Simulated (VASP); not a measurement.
# LaTe in VASP: further runs

The runs below take LaTe through single point, with LDA.

Everything below comes from runs of VASP 6.6.1. Logs are shortened: lines on timing, memory, paths and dates and some standing lists are left out, and cuts for length are marked.

## (1) The cell of the first run

Symmetry: Fm-3m, No. 225, cubic system. Conventional cell: a = 6.465 Å, b = 6.465 Å, c = 6.465 Å, α = 90.00°, β = 90.00°, γ = 90.00°. Within 4.3 Å of La (site symmetry m-3m) lie 6 Te at 3.23 Å. Te (site symmetry m-3m) has 6 La at 3.23 Å within 4.3 Å.

## (2) Single point, LDA (volume scaled by 1.02)

Contents of INCAR:

```
ALGO     = Normal         # electronic algorithm
EDIFF    = 1E-6           # SCF threshold, eV
ENCUT    = 520            # plane-wave cutoff, eV
GGA      = CA             # functional
ISIF     = 2              # what is computed and relaxed
ISMEAR   = -1             # smearing method
LASPH    = True           # aspherical terms in the spheres
LCHARG   = True           # write CHGCAR
LELF     = True           # ELF
LREAL    = False          # projectors in reciprocal space
LVHAR    = True         
LWAVE    = False          # write WAVECAR
NBANDS   = 16             # bands
NELM     = 60             # most SCF steps
PREC     = Accurate       # precision mode
SIGMA    = 0.08           # smearing width, eV
```

Contents of KPOINTS:

```
k-points
0
Gamma
  10 10 10
```

Contents of POSCAR:

```
LaTe
1.0
    0.0000000000      3.2322655204      3.2322655204
    3.2322655204      0.0000000000      3.2322655204
    3.2322655204      3.2322655204      0.0000000000
La Te
1 1
Direct
    0.0000000000      0.0000000000      0.0000000000
    0.5000000000      0.5000000000      0.5000000000
```

Potentials or basis: VASP PAW LDA potentials, release 64 (La, Te).

Run with:

```bash
$ cat potpaw_LDA.64/La/POTCAR potpaw_LDA.64/Te/POTCAR > POTCAR
$ mpirun -np 1 vasp_std > vasp.out
```

OUTCAR:

```text
EDIFF = 1E-6
   ENCUT = 520
   GGA = CA
   ISIF = 2
   ISMEAR = -1
   LASPH = True
   LREAL = False
   NELM = 60
   PREC = Accurate

 ion  position               nearest neighbor table
   1  0.000  0.000  0.000-   2 3.23   2 3.23   2 3.23   2 3.23   2 3.23   2 3.23
   2  0.500  0.500  0.500-   1 3.23   1 3.23   1 3.23   1 3.23   1 3.23   1 3.23

  LATTYP: Found a face centered cubic cell.
 ALAT       =     6.4645310408

  Lattice vectors:

 A1 = (   0.0000000000,   3.2322655204,   3.2322655204)
 A2 = (   3.2322655204,   0.0000000000,   3.2322655204)
 A3 = (   3.2322655204,   3.2322655204,   0.0000000000)

Analysis of symmetry for initial positions (statically):
=====================================================================
 Subroutine PRICEL returns:
 Original cell was already a primitive cell.

 Routine SETGRP: Setting up the symmetry group for a
 face centered cubic supercell.

 Subroutine GETGRP returns: Found 48 space group operations
 (whereof 48 operations were pure point group operations)
 out of a pool of 48 trial point group operations.

The static configuration has the point symmetry O_h .

Analysis of symmetry for dynamics (positions and initial velocities):
=====================================================================
 Subroutine PRICEL returns:
 Original cell was already a primitive cell.

 Routine SETGRP: Setting up the symmetry group for a
 face centered cubic supercell.

 Subroutine GETGRP returns: Found 48 space group operations
 (whereof 48 operations were pure point group operations)
 out of a pool of 48 trial point group operations.

The dynamic configuration has the point symmetry O_h .

 Subroutine INISYM returns: Found 48 space group operations
 (whereof 48 operations are pure point group operations),
 and found     1 'primitive' translations

----------------------------------------------------------------------------------------

                                     Primitive cell

  volume of cell :      67.5384

  direct lattice vectors                    reciprocal lattice vectors
     0.000000000  3.232265520  3.232265520    -0.154690262  0.154690262  0.154690262
     3.232265520  0.000000000  3.232265520     0.154690262 -0.154690262  0.154690262
     3.232265520  3.232265520  0.000000000     0.154690262  0.154690262 -0.154690262

  length of vectors
     4.571113736  4.571113736  4.571113736     0.267931393  0.267931393  0.267931393

  position of ions in fractional coordinates (direct lattice)
     0.000000000  0.000000000  0.000000000
     0.500000000  0.500000000  0.500000000

  ion indices of the primitive-cell ions
   primitive index   ion index
                 1           1
                 2           2

----------------------------------------------------------------------------------------

 KPOINTS: k-points

Automatic generation of k-mesh.
 Grid dimensions read from file:
 generate k-points for:   10   10   10

 Generating k-lattice:

  Cartesian coordinates                     Fractional coordinates (reciprocal lattice)
    -0.015469026  0.015469026  0.015469026     0.100000000  0.000000000  0.000000000
     0.015469026 -0.015469026  0.015469026     0.000000000  0.100000000  0.000000000
     0.015469026  0.015469026 -0.015469026     0.000000000  0.000000000  0.100000000

  Length of vectors
     0.026793139  0.026793139  0.026793139

  Shift w.r.t. Gamma in fractional coordinates (k-lattice)
     0.000000000  0.000000000  0.000000000

 Subroutine IBZKPT returns following result:
 ===========================================

 Found     47 irreducible k-points:

 Following reciprocal coordinates:
            Coordinates               Weight
  0.000000  0.000000  0.000000      1.000000
  0.100000  0.000000  0.000000      8.000000
  0.200000  0.000000  0.000000      8.000000
  0.300000  0.000000  0.000000      8.000000
  0.400000  0.000000  0.000000      8.000000
  0.500000  0.000000  0.000000      4.000000
[... 16 lines left out ...]
  0.300000  0.300000  0.000000      6.000000
  0.400000  0.300000  0.000000     24.000000
 [... further k-points ...]
   k-points           NKPTS =     47   k-points in BZ     NKDIM =     47   number of bands    NBANDS=     16
   number of dos      NEDOS =    301   number of ions     NIONS =      2
   total plane-waves  NPLWV =  46656
   dimension x,y,z NGX =    36 NGY =   36 NGZ =   36
   dimension x,y,z NGXF=    72 NGYF=   72 NGZF=   72
   ions per type =               1   1
   NGX,Y,Z   is equivalent  to a cutoff of  13.09, 13.09, 13.09 a.u.
   NGXF,Y,Z  is equivalent  to a cutoff of  26.19, 26.19, 26.19 a.u.
 SYSTEM =  unknown system
   PREC   = accura    normal or accurate (medium, high low for compatibility)
   ISTART =      0    job   : 0-new  1-cont  2-samecut
   ICHARG =      2    charge: 1-file 2-atom 10-const
   ISPIN  =      1    spin polarized calculation?
   LNONCOLLINEAR =      F non collinear calculations
   LSORBIT =      F    spin-orbit coupling
   LASPH  =      T    aspherical Exc in radial PAW
   ENCUT  =  520.0 eV  38.22 Ry    6.18 a.u.   8.50  8.50  8.50*2*pi/ulx,y,z
   NELM   =     60;   NELMIN=  2; NELMDL= -5     # of ELM steps
   EDIFF  = 0.1E-05   stopping-criterion for ELM
   LREAL  =      F    real-space projection
   EDIFFG = 0.1E-04   stopping-criterion for IOM
   NSW    =      0    number of steps for IOM
   IBRION =     -1    ionic relax: 0-MD 1-quasi-New 2-CG
   NFREE  =      0    steps in history (QN), initial steepest desc. (CG)
   ISIF   =      2    stress and relaxation
   ISYM   =      2    0-nonsym 1-usesym 2-fastsym
   POTIM  = 0.5000    time-step for ionic-motion
   TEBEG  =    0.0;   TEEND  =   0.0 temperature during run
   PSTRESS=    0.0 pullay stress
   NELECT =      17.0000    total number of electrons
   NUPDOWN=      -1.0000    fix difference up-down
   EMIN   =  10.00;   EMAX   =-10.00  energy-range for DOS
   EFERMI =   0.00;   METHOD = LEGACY
   ISMEAR =    -1;   SIGMA  =   0.08  broadening in eV -4-tet -1-fermi 0-gaus
   EFERMI_NEDOS =   21; number of points for ismear=-14 and -15
   IALGO  =     38    algorithm
   IMIX   =      4    mixing-type and parameters
     AMIX     =   0.40;   BMIX     =  1.00
     AMIX_MAG =   1.60;   BMIX_MAG =  1.00
  volume/ion in A,a.u.               =      33.77       227.89
  Fermi-wavevector in a.u.,A,eV,Ry     =   1.033651  1.953318 14.536945  1.068435
  Thomas-Fermi vector in A             =   2.167909
   LORBIT       =      0    0 simple, 1 ext, 2 COOP (PROOUT), +10 PAW based schemes
   GGA     = CA    functional components
   LHFCALC =     F    Hartree Fock is set to
   AEXX    =    0.0000 exact exchange contribution
   IVDW    =     0    specifies the selected vdW correction
   LEPSILON=     F    determine dielectric tensor
   LRPA    =     F    only Hartree local field effects (RPA)
 non-spin polarized calculation
  energy-cutoff  :      520.00
  volume of cell :       67.54
 maximum number of plane-waves:      1849
 NGX is ok and might be reduce to    36
   NGX = 17   NGY = 17   NGZ = 17

 number of electron      16.9999999 magnetization

 Free energy of the ion-electron system (eV)
  ---------------------------------------------------
  ext. energy  EPLUGINS =         0.00000000
  ---------------------------------------------------
  free energy    TOTEN  =       -12.60038915 eV

  energy without entropy =      -12.56721021  energy(sigma->0) =      -12.58379968

 E-fermi :   8.0389     XC(G=0):  -9.7002

 val. band max:        8.0311469031   @ k =   0.0000   0.0000   0.0000
 cond. band min:       8.0429278012   @ k =  -0.1000   0.1000   0.0000
 fundamental gap:      0.0117808981
 Fermi energy:         8.0389029337

 k-point     1 :       0.0000    0.0000    0.0000
  band No.  band energies     occupation
      1     -25.2888      2.00000
      2      -8.9905      2.00000
      3      -8.9905      2.00000
      4      -8.9905      2.00000
      5      -4.2553      2.00000
      6       5.7481      2.00000
[... 8 lines left out ...]
     15       9.3860      0.00000
     16       9.3860      0.00000

 k-point     2 :       0.1000    0.0000    0.0000
  band No.  band energies     occupation
      1     -25.2867      2.00000
      2      -9.0408      2.00000
      3      -8.9918      2.00000
      4      -8.9918      2.00000
      5      -4.1561      2.00000
      6       5.3028      2.00000
[... 8 lines left out ...]
     15       9.3872      0.00000
     16       9.4046      0.00000

 k-point     3 :       0.2000    0.0000    0.0000
  band No.  band energies     occupation
      1     -25.2814      2.00000
      2      -9.1655      2.00000
      3      -8.9953      2.00000
      4      -8.9953      2.00000
      5      -3.8964      2.00000
      6       4.4404      2.00000
[... 8 lines left out ...]
     15       9.3904      0.00000
     16       9.4721      0.00000

 k-point     4 :       0.3000    0.0000    0.0000
  band No.  band energies     occupation
      1     -25.2747      2.00000
      2      -9.3082      2.00000
      3      -8.9996      2.00000
      4      -8.9996      2.00000
      5      -3.5706      2.00000
      6       3.6257      2.00000
[... 8 lines left out ...]
     15       9.3943      0.00000
     16       9.6421      0.00000
[... 324 lines left out ...]
 k-point    22 :      -0.2000    0.2000    0.0000
  band No.  band energies     occupation
      1     -25.2724      2.00000
      2      -9.2786      2.00000
      3      -9.0750      2.00000
      4      -8.9916      2.00000
      5      -3.5731      2.00000
      6       3.5604      2.00000
[... 8 lines left out ...]
     15       9.3720      0.00000
     16       9.6109      0.00000

 k-point    23 :       0.3000    0.3000    0.0000
  band No.  band energies     occupation
      1     -25.2699      2.00000
      2      -9.2227      2.00000
      3      -9.0641      2.00000
      4      -9.0641      2.00000
      5      -3.7833      2.00000
      6       3.7492      2.00000
[... 8 lines left out ...]
     15       9.5112      0.00000
     16       9.5483      0.00000

 k-point    24 :       0.4000    0.3000    0.0000
  band No.  band energies     occupation
      1     -25.2656      2.00000
      2      -9.2613      2.00000
      3      -9.0849      2.00000
      4      -9.0744      2.00000
      5      -3.7547      2.00000
      6       3.8573      2.00000
[... 8 lines left out ...]
     15       9.4307      0.00000
     16       9.5777      0.00000

 [... further k-points ...]
[... 5 lines left out ...]
  --------------------------------------------------------------------------------------
  -------------------------------------------------------------------------------------
  Total       -1.3380091     -1.3380091     -1.3380091      0.0000000     -0.0000000      0.0000000
  in kB      -31.7408515    -31.7408515    -31.7408515      0.0000000     -0.0000000      0.0000000
  external PRESSURE =     -31.7408515 kB  Pullay stress =       0.0000000 kB

 VOLUME and BASIS-vectors are now :
 -----------------------------------------------------------------------------
  energy-cutoff  :      520.00
  volume of cell :       67.54
      direct lattice vectors                 reciprocal lattice vectors
     0.000000000  3.232265520  3.232265520    -0.154690262  0.154690262  0.154690262
     3.232265520  0.000000000  3.232265520     0.154690262 -0.154690262  0.154690262
     3.232265520  3.232265520  0.000000000     0.154690262  0.154690262 -0.154690262

 POSITION                                       TOTAL-FORCE (eV/Angst)
 -----------------------------------------------------------------------------------
      0.00000      0.00000      0.00000         0.000000      0.000000     -0.000000
      3.23227      3.23227      3.23227         0.000000      0.000000      0.000000
 -----------------------------------------------------------------------------------
    total drift:                                0.000000      0.000000      0.000000

  FREE ENERGIE OF THE ION-ELECTRON SYSTEM (eV)
  ---------------------------------------------------
  free  energy   TOTEN  =       -12.6003891462 eV

  energy  without entropy=      -12.5672102067  energy(sigma->0) =      -12.58379968
```

Wall time 56 s (1 thread of Intel Xeon Platinum 8488C (Sapphire Rapids), shared host); peak memory 0.22 GiB.

Results:

- Free energy: -12.6004 eV
- Pressure: -3.2 GPa

Levels at points of the mesh, in eV from the Fermi level:
```tsv
k point	band 4	band 5	band 6	band 7	band 8	band 9	band 10	band 11	band 12	band 13
(0.00, 0.00, 0.00)	-17.03	-12.29	-2.29	-2.29	-2.29	-0.01	-0.01	-0.01	0.65	0.65
(0.50, 0.00, 0.00)	-17.04	-11.23	-5.19	-3.85	-3.85	0.71	1.03	1.03	1.23	1.23
(0.50, 0.50, 0.00)	-17.14	-11.96	-3.62	-2.70	-2.70	-1.57	1.12	1.12	1.19	1.19
```

Caveat: spin-orbit coupling is left out, which moves the levels of the heavy elements.

(Continued in part 2 of 2.)
